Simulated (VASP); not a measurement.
Input of a VASP 6.6.1 run:

The input INCAR:

```
PREC = Accurate ; ENCUT = 600
EDIFF = 1E-6 ; ISMEAR = 0
SIGMA = 0.02 ; LREAL = F
LASPH = T ; NELM = 100
ALGO = Normal ; ISIF = 3
LWAVE = F ; LCHARG = F
GGA = PE ; IBRION = 2
NSW = 70 ; EDIFFG = -0.005
```

File KPOINTS:

```
Automatic mesh
0
Gamma
  6 6 8
```

File POSCAR:

```
Si3N4
1.0
    7.6192367481      0.0000000000      0.0000000000
   -3.8096183740      6.5984525813      0.0000000000
    0.0000000000      0.0000000000      2.9112990899
Si N
6 8
Direct
    0.7678317162      0.1740753499      0.3256285714
    0.5937563663      0.7678317162      0.8256285714
    0.8259246501      0.5937563663      0.3256285714
    0.2321682838      0.8259246501      0.8256285714
    0.4062436337      0.2321682838      0.3256285714
    0.1740753499      0.4062436337      0.8256285714
    0.0298827494      0.3299417877      0.3256285714
    0.6999409617      0.0298827494      0.8256285714
    0.6700582123      0.6999409617      0.3256285714
    0.9701172506      0.6700582123      0.8256285714
    0.3000590383      0.9701172506      0.3256285714
    0.3299417877      0.3000590383      0.8256285714
    0.3333333333      0.6666666667     -0.1743714286
    0.6666666667      0.3333333333      0.3256285714
```

Potentials or basis: VASP PAW PBE potentials, release 64 (Si, N).

The run is started by

```sh
$ cat potpaw_PBE.64/Si/POTCAR potpaw_PBE.64/N/POTCAR > POTCAR
$ mpirun -np 1 vasp_std > vasp.out
```

(1) Predict the relaxed volume.

(2) What does it give for the relaxed cell?

(3) Predict the band gap on the k mesh.

Results:

(1) 10.61 Å³/atom.

(2) a = 7.659 Å, b = 7.659 Å, c = 2.925 Å, α = 90.00°, β = 90.00°, γ = 120.00°.

(3) 4.27 eV (least direct gap 4.45 eV).
